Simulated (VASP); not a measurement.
# CaSbC (P4/nmm) in VASP: notebook, part 2 of 2

VASP 6.6.1.

### Step 5. Relaxation of cell and atoms, PBE

INCAR

```
SYSTEM = CaSbC
  PREC = Accurate
  ENCUT = 600
  EDIFF = 1E-6
  ISMEAR = 0
  SIGMA = 0.1
  LREAL = .False.
  LASPH = .True.
  NELM = 60
  ALGO = Normal
  ISIF = 3
  LWAVE = .False.
  LCHARG = .False.
  GGA = PE
  IBRION = 2
  NSW = 90
  EDIFFG = -0.04
```

KPOINTS

```
Automatic mesh
0
Gamma
  4 4 4
  0 0 0
```

POSCAR

```
CaSbC
1.0
    4.0501281487      0.0000000000      0.0000000000
    0.0000000000      4.0501281487      0.0000000000
    0.0000000000      0.0000000000      7.1277205334
Ca Sb C
2 2 2
Direct
    0.5000000000      0.0000000000      0.2055000000
    0.0000000000      0.5000000000      0.7945000000
    0.5000000000      0.0000000000      0.6485000000
    0.0000000000      0.5000000000      0.3515000000
    0.0000000000      0.0000000000      0.0000000000
    0.5000000000      0.5000000000      0.0000000000
```

Launch:

```bash
cat potpaw_PBE.64/Ca_sv/POTCAR potpaw_PBE.64/Sb/POTCAR potpaw_PBE.64/C/POTCAR > POTCAR
mpirun -np 1 vasp_std > vasp.out
```

It took 13 min on 1 thread of AMD EPYC 9R45 (Zen 5), shared host; peak memory 0.26 GiB.

Results (log left out):

```yaml
Free_energy: -26.6880 eV
Relaxed_volume: 20.26 Å³/atom
Relaxed_cell: a = 4.382 Å, b = 4.382 Å, c = 6.329 Å, α = 90.00°, β = 90.00°, γ = 90.00°
Space_group_after_relaxing_to_0.1_Å: P4/nmm (No. 129)
Energy_gained_by_relaxing: 424.2 meV/atom
Ionic_steps: 35
Pressure_after_relaxing: 0.1 GPa
Largest_force_after_relaxing: 0.029 eV/Å
Band_gap_on_the_k_mesh: zero (bands 19 and 20 overlap by 1.21 eV)
```

Forces in eV/Å, atoms in the order of the input:
```
Ca   0.000  0.000  0.029
Ca   0.000  0.000 -0.029
Sb   0.000  0.000 -0.001
Sb   0.000  0.000  0.001
C    0.000  0.000  0.000
C    0.000  0.000  0.000
```

Stress tensor (GPa, compression positive):
```
 0.11  0.00  0.00
 0.00  0.11  0.00
 0.00  0.00 -0.02
```

Step by step:
```csv
step,energy change (eV),largest force (eV/Å),pressure (GPa),volume (Å³)
1,0.0000,1.4968,3.86,116.92
2,-0.4803,1.0655,-0.47,124.90
3,-0.5970,0.8191,-2.85,131.33
4,-0.7880,0.5050,-0.50,126.22
5,-0.8196,0.5182,0.93,123.52
6,-0.8244,0.5445,1.59,122.32
7,-0.9411,0.6168,0.53,124.60
8,-1.0034,0.7574,-0.45,128.10
9,-1.0161,0.5393,-0.22,126.90
10,-1.0168,0.5770,-0.27,127.11
11,-1.0780,0.6713,-0.46,127.04
12,-1.0953,1.1042,-0.27,126.74
13,-1.1136,0.8792,-0.49,126.89
14,-1.1502,0.8280,-0.46,126.65
15,-1.2454,0.7835,-0.56,125.94
16,-1.4250,0.6268,-0.47,124.51
17,-1.7602,0.4536,-0.06,121.68
18,-2.2132,0.5760,2.45,116.16
19,-2.3208,0.5967,1.87,116.73
20,-2.3645,0.8561,1.65,117.55
21,-2.3676,0.8042,1.62,117.40
22,-2.4349,0.6242,0.92,118.44
23,-2.5259,0.2947,-0.56,121.54
24,-2.5272,0.3178,-0.68,121.91
25,-2.5361,0.1983,-0.16,121.09
26,-2.5389,0.0947,0.37,120.31
27,-2.5409,0.0772,0.23,120.70
28,-2.5429,0.0463,-0.07,121.59
29,-2.5429,0.0496,-0.11,121.68
30,-2.5435,0.0517,-0.02,121.56
31,-2.5439,0.0548,0.10,121.39
32,-2.5438,0.0609,0.35,121.05
33,-2.5440,0.0573,0.20,121.25
34,-2.5443,0.0501,0.17,121.33
35,-2.5450,0.0290,0.07,121.54
```

Final structure:
```cif
data_structure
_symmetry_space_group_name_H-M 'P 1'
_symmetry_Int_Tables_number 1
_cell_length_a 4.3824
_cell_length_b 4.3824
_cell_length_c 6.3287
_cell_angle_alpha 90.000
_cell_angle_beta 90.000
_cell_angle_gamma 90.000
_cell_volume 121.54
loop_
_atom_site_label
_atom_site_type_symbol
_atom_site_fract_x
_atom_site_fract_y
_atom_site_fract_z
_atom_site_occupancy
Ca1 Ca 0.50000 0.00000 0.30985 1
Ca2 Ca 0.00000 0.50000 0.69015 1
Sb1 Sb 0.50000 0.00000 0.83869 1
Sb2 Sb 0.00000 0.50000 0.16131 1
C1 C 0.00000 0.00000 0.00000 1
C2 C 0.50000 0.50000 0.00000 1
```

Levels at points of the mesh, in eV from the Fermi level:
```tsv
k point	band 17	band 18	band 19	band 20	band 21	band 22
(0.00, 0.00, 0.00)	-2.04	-1.82	-0.81	-0.24	1.14	1.16
(0.50, 0.00, 0.00)	-3.01	-3.01	0.83	0.83	0.99	0.99
(0.50, 0.50, 0.00)	-0.55	-0.55	0.07	0.07	1.88	1.88
(0.00, 0.00, 0.50)	-2.14	-2.07	-0.82	-0.29	1.41	1.41
(0.50, 0.00, 0.50)	-2.39	-2.39	0.21	0.21	1.30	1.30
(0.50, 0.50, 0.50)	0.07	0.07	0.22	0.22	1.48	1.48
```

Caveat: the k points lie up to 0.36 Å⁻¹ apart in the final cell, too coarse for converged energies and pressures of a metal; spin-orbit coupling is left out, which moves the levels of the heavy elements.

### Step 6. Relaxation of cell and atoms, PBE

This run uses another cell than the first one, of 20.21 Å³/atom.

INCAR

```
SYSTEM = CaSbC
PREC     = Accurate       ! precision mode
ENCUT    = 600            ! plane-wave cutoff, eV
EDIFF    = 1E-6           ! SCF threshold, eV
ISMEAR   = 0              ! smearing method
SIGMA    = 0.1            ! smearing width, eV
LREAL    = .FALSE.        ! projectors in reciprocal space
LASPH    = .TRUE.         ! aspherical terms in the spheres
NELM     = 80             ! most SCF steps
ALGO     = Normal         ! electronic algorithm
ISIF     = 3              ! what is computed and relaxed
LWAVE    = .FALSE.        ! write WAVECAR
LCHARG   = .FALSE.        ! write CHGCAR
GGA      = PE             ! functional
IBRION   = 2              ! ionic algorithm
NSW      = 100            ! ionic steps
EDIFFG   = -0.01          ! ionic threshold
```

KPOINTS

```
regular mesh
0
G
  8 8 6
  0 0 0
```

POSCAR

```
CaSbC
1.0
    4.3781910802      0.0000000000      0.0000000000
    0.0000000000      4.3781910802      0.0000000000
    0.0000000000      0.0000000000      6.3261899380
Ca Sb C
2 2 2
Direct
    0.5000000000      0.0000000000      0.3102842333
    0.0000000000      0.5000000000      0.6897157667
    0.5000000000      0.0000000000      0.8385881939
    0.0000000000      0.5000000000      0.1614118061
    0.0000000000      0.0000000000      0.0000000000
    0.5000000000      0.5000000000      0.0000000000
```

Potentials or basis: VASP PAW PBE potentials, release 64 (Ca_sv, Sb, C).

Launch:

```bash
cat potpaw_PBE.64/Ca_sv/POTCAR potpaw_PBE.64/Sb/POTCAR potpaw_PBE.64/C/POTCAR > POTCAR
mpirun -np 1 vasp_std > vasp.out
```

OUTCAR:

```text
SYSTEM = CaSbC
   PREC = Accurate
   ENCUT = 600
   EDIFF = 1E-6
   ISMEAR = 0
   LREAL = .FALSE.
   LASPH = .TRUE.
   NELM = 80
   ISIF = 3
   GGA = PE
   IBRION = 2
   NSW = 100
   EDIFFG = -0.01

 ion  position               nearest neighbor table
   1  0.500  0.000  0.310-   3 2.98   4 3.24   4 3.24   4 3.24   4 3.24   3 3.34
   2  0.000  0.500  0.690-   4 2.98   3 3.24   3 3.24   3 3.24   3 3.24   4 3.34
   3  0.500  0.000  0.839-   5 2.42   6 2.42   6 2.42   5 2.42   1 2.98   2 3.24   2 3.24   2 3.24
                             2 3.24   1 3.34   4 3.71   4 3.71   4 3.71   4 3.71
   4  0.000  0.500  0.161-   5 2.42   6 2.42   5 2.42   6 2.42   2 2.98   1 3.24   1 3.24   1 3.24
                             1 3.24   2 3.34   3 3.71   3 3.71   3 3.71   3 3.71
   5  0.000  0.000  0.000-   3 2.42   4 2.42   4 2.42   3 2.42
   6  0.500  0.500  0.000-   3 2.42   4 2.42   3 2.42   4 2.42

  LATTYP: Found a simple tetragonal cell.
 ALAT       =     4.3781910802
 C/A-ratio  =     1.4449323527

  Lattice vectors:

 A1 = (   4.3781910802,   0.0000000000,   0.0000000000)
[... 401 lines left out ...]
 E-fermi :   6.7218     XC(G=0):  -9.9571

 val. band max:        6.6904517930   @ k =   0.5000   0.3750   0.3333
 cond. band min:       6.7341772077   @ k =   0.2500   0.2500   0.3333
 fundamental gap:      0.0437254147
 Fermi energy:         6.7217696125

 k-point     1 :       0.0000    0.0000    0.0000
  band No.  band energies     occupation
      1     -34.8709      2.00000
      2     -34.8598      2.00000
      3     -15.9573      2.00000
      4     -15.9388      2.00000
      5     -15.9388      2.00000
      6     -15.8941      2.00000
[... 613 lines left out ...]
     22       8.1763      0.00000
     23       8.7599      0.00000

 [... further k-points ...]

------------------------ aborting loop because EDIFF is reached ----------------------------------------

  FORCE on cell =-STRESS in cart. coord.  units (eV):
  Direction    XX          YY          ZZ          XY          YZ          ZX
  --------------------------------------------------------------------------------------
  -------------------------------------------------------------------------------------
  Total        0.0002095      0.0002095      0.0097364      0.0000000      0.0000000      0.0000000
  in kB        0.0027650      0.0027650      0.1285183      0.0000000      0.0000000      0.0000000
  external PRESSURE =       0.0446828 kB  Pullay stress =       0.0000000 kB
[... 21 lines left out ...]
  FREE ENERGIE OF THE ION-ELECTRON SYSTEM (eV)
  ---------------------------------------------------
  free  energy   TOTEN  =       -26.6365533096 eV

  energy  without entropy=      -26.6146865819  energy(sigma->0) =      -26.62561995

 reached required accuracy - stopping structural energy minimisation
```

OSZICAR:

```text
N       E                     dE             d eps       ncg     rms          rms(c)
DAV:   1     0.333990846646E+03    0.33399E+03   -0.18963E+04  2760   0.169E+03
DAV:   2     0.164693792686E+01   -0.33234E+03   -0.32906E+03  3117   0.408E+02
DAV:   3    -0.277893887945E+02   -0.29436E+02   -0.29191E+02  4968   0.944E+01
[... 106 lines left out ...]
DAV:   1    -0.266366887707E+02   -0.16683E-03   -0.88712E-03  2767   0.747E-01    0.683E-02
DAV:   2    -0.266365930540E+02    0.95717E-04   -0.52799E-04  3886   0.165E-01    0.394E-02
DAV:   3    -0.266365594615E+02    0.33592E-04   -0.86639E-05  3997   0.699E-02    0.163E-02
DAV:   4    -0.266365540269E+02    0.54346E-05   -0.64106E-05  4548   0.412E-02    0.855E-03
DAV:   5    -0.266365533096E+02    0.71729E-06   -0.41417E-06  2948   0.146E-02
  13 F= -.26636553E+02 E0= -.26625620E+02  d E =-.319757E-04
```

CONTCAR:

```text
CaSbC
   1.00000000000000
     4.3671293882920752    0.0000000000000000    0.0000000000000000
     0.0000000000000000    4.3671293882920752    0.0000000000000000
    -0.0000000000000000    0.0000000000000000    6.3643217048773559
  Ca              Sb              C
     2     2     2
Direct
     0.5000000000000000    0.0000000000000000    0.3135290423889166
     0.0000000000000000    0.5000000000000000    0.6864709576110835
     0.5000000000000000    0.0000000000000000    0.8448117906124524
     0.0000000000000000    0.5000000000000000    0.1551882093875475
     0.0000000000000000    0.0000000000000000    0.0000000000000000
     0.5000000000000000    0.5000000000000000    0.0000000000000000

  0.00000000E+00  0.00000000E+00  0.00000000E+00
  0.00000000E+00  0.00000000E+00  0.00000000E+00
  0.00000000E+00  0.00000000E+00  0.00000000E+00
  0.00000000E+00  0.00000000E+00  0.00000000E+00
  0.00000000E+00  0.00000000E+00  0.00000000E+00
  0.00000000E+00  0.00000000E+00  0.00000000E+00
```

It took 13 min on 1 thread of AMD EPYC 9R45 (Zen 5), shared host; peak memory 0.38 GiB.

What came out:

* Free energy: -26.6366 eV
* Relaxed volume: 20.23 Å³/atom
* Relaxed cell: a = 4.367 Å, b = 4.367 Å, c = 6.364 Å, α = 90.00°, β = 90.00°, γ = 90.00°
* Space group after relaxing (to 0.1 Å): P4/nmm (No. 129)
* Energy gained by relaxing: 1.1 meV/atom
* Ionic steps: 13
* Pressure after relaxing: 0.0 GPa
* Band gap on the k mesh: zero (bands 19 and 20 overlap by 1.22 eV)

Step by step:
| step | energy change (eV) | largest force (eV/Å) | pressure (GPa) | volume (Å³) |
| --- | --- | --- | --- | --- |
| 1 | 0.0000 | 0.1838 | -0.27 | 121.26 |
| 2 | -0.0024 | 0.0702 | 0.15 | 120.67 |
| 3 | -0.0025 | 0.0575 | 0.20 | 120.60 |
| 4 | -0.0037 | 0.0491 | 0.13 | 120.86 |
| 5 | -0.0050 | 0.0487 | 0.02 | 121.24 |
| 6 | -0.0055 | 0.0460 | -0.19 | 121.99 |
| 7 | -0.0056 | 0.0468 | -0.13 | 121.75 |
| 8 | -0.0062 | 0.0312 | 0.02 | 121.46 |
| 9 | -0.0062 | 0.0304 | 0.03 | 121.45 |
| 10 | -0.0064 | 0.0098 | -0.02 | 121.47 |
| 11 | -0.0064 | 0.0094 | -0.05 | 121.49 |
| 12 | -0.0064 | 0.0110 | 0.05 | 121.28 |
| 13 | -0.0064 | 0.0012 | 0.00 | 121.38 |

Final structure:
```
Ca Sb C
1.0
     4.36713    0.00000    0.00000
     0.00000    4.36713    0.00000
     0.00000    0.00000    6.36432
Ca Sb C
2 2 2
Direct
  0.50000 0.00000 0.31353
  0.00000 0.50000 0.68647
  0.50000 0.00000 0.84481
  0.00000 0.50000 0.15519
  0.00000 0.00000 0.00000
  0.50000 0.50000 0.00000
```

Levels at points of the mesh, in eV from the Fermi level:
```csv
k point,band 16,band 17,band 18,band 19,band 20,band 21,band 22,band 23
"(0.00, 0.00, 0.00)",-2.11,-2.11,-1.83,-0.84,-0.22,0.99,1.13,1.13
"(0.50, 0.00, 0.00)",-3.70,-3.02,-3.02,0.80,0.80,0.96,0.96,2.12
"(0.50, 0.50, 0.00)",-3.80,-0.55,-0.55,0.06,0.06,1.82,1.82,2.59
"(0.00, 0.00, 0.50)",-2.19,-2.19,-2.09,-0.88,-0.30,1.41,1.41,2.41
"(0.50, 0.00, 0.50)",-4.06,-2.37,-2.37,0.07,0.07,1.29,1.29,1.67
"(0.50, 0.50, 0.50)",-4.26,0.06,0.06,0.14,0.14,1.49,1.49,2.62
```

Caveat: spin-orbit coupling is left out, which moves the levels of the heavy elements.

### Step 7. Overview

```csv
task,cell,k mesh,cutoff (eV),gap on the mesh (eV),pressure (GPa),relaxed volume (Å³/atom),largest force (eV/Å)
single point,"a = 4.050, b = 4.050, c = 7.128 Å, 6 atoms, atomic positions A",4 × 4 × 4,520,none,3.9,-,1.50
single point,"a = 4.378, b = 4.378, c = 6.326 Å, 6 atoms, atomic positions B",4 × 4 × 4,520,none,0.2,-,0.02
single point,"a = 4.367, b = 4.367, c = 6.354 Å, 6 atoms, atomic positions C",8 × 8 × 6,520,none,0.1,-,0.01
relaxation of cell and atoms,"relaxed from a = 4.050, b = 4.050, c = 7.128 Å, 6 atoms, atomic positions A",4 × 4 × 4,600,none,0.1,20.26,0.03
relaxation of cell and atoms,"relaxed from a = 4.378, b = 4.378, c = 6.326 Å, 6 atoms, atomic positions B",8 × 8 × 6,600,none,0.0,20.23,-
```

Alike in all rows: level PBE; potentials or basis VASP PAW PBE potentials, release 64 (Ca_sv, Sb, C); no spin polarisation; smearing gaussian 0.1 eV.

Caveats: some runs use coarse meshes; spin-orbit coupling is left out, which moves the levels of the heavy elements; forces of over 1 eV/Å act on the atoms, so gaps and moduli don't describe the material at rest (at least some runs).

Absolute energies hang on the potentials; compare differences alone.

The gap in the log of VASP goes by the Fermi energy; the results here count the filled bands.